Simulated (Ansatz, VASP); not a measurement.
## Pd: VASP beside Ansatz

INCAR

```
PREC = Accurate
ENCUT = 600
EDIFF = 1E-6
ISMEAR = -1
SIGMA = 0.05
LREAL = F
LASPH = T
NELM = 100
ALGO = Normal
ISIF = 3
LWAVE = F
LCHARG = F
GGA = RP
IVDW = 12
IBRION = 2
NSW = 60
EDIFFG = -0.01
```

KPOINTS

```
Automatic mesh
0
Gamma
  12 12 12
```

POSCAR

```
Pd
1.0
    0.0000000000      1.9465000000      1.9465000000
    1.9465000000      0.0000000000      1.9465000000
    1.9465000000      1.9465000000      0.0000000000
Pd
1
Direct
    0.0000000000      0.0000000000      0.0000000000
```

Contents of input.yaml:

```yaml
crystal:
  lattice:
    - [0.0, 1.9465, 1.9465]
    - [1.9465, 0.0, 1.9465]
    - [1.9465, 1.9465, 0.0]
  atoms:
    - { symbol: Pd, position: [0.0, 0.0, 0.0] }
hamiltonian:
  xc: rpbe
  pseudopotentials: { kind: paw }
  dispersion: d3bj
kpoints:
  mp_grid: { grid: [12, 12, 12] }
scf:
  occupations: { method: fermi_dirac, width: 0.05 }
output:
  forces: true
  stress: true
relax:
  f_tol: 0.01
  max_steps: 40
  cell: { stress_tol: 0.05 }
```

Alike in both runs: task relaxation of cell and atoms; functional RPBE; dispersion D3(BJ); k mesh 12 × 12 × 12; occupations fermi-dirac, width 0.05 eV; no spin polarisation.

|  | VASP | Ansatz |
| --- | --- | --- |
| version | VASP 6.6.1 | Ansatz 0.2.0 |
| potentials or method | VASP PAW PBE potentials, release 64 (Pd) | Ansatz PAW |
| plane-wave cutoff (eV) | 600 | 420 |
| valence electrons in the cell | 10 | 18 |

Ansatz gave:

```
relaxed volume (Å³/atom)                                     : 12.93
relaxed cell length with the largest relative difference (Å) : 2.634
```

Problem. Which values does VASP return?

Solution. Relaxed volume (Å³/atom): 12.90; relaxed cell length with the largest relative difference (Å): 2.633.

VASP's potentials were made for PBE, not for RPBE. VASP's potentials hold 10 valence electrons a cell and Ansatz's 18, so a difference there can come from the potentials and not from the codes.

Noted on Ansatz's run: the plane-wave basis is chosen anew once the cell has moved, so the energies of steps on either side of that aren't comparable.
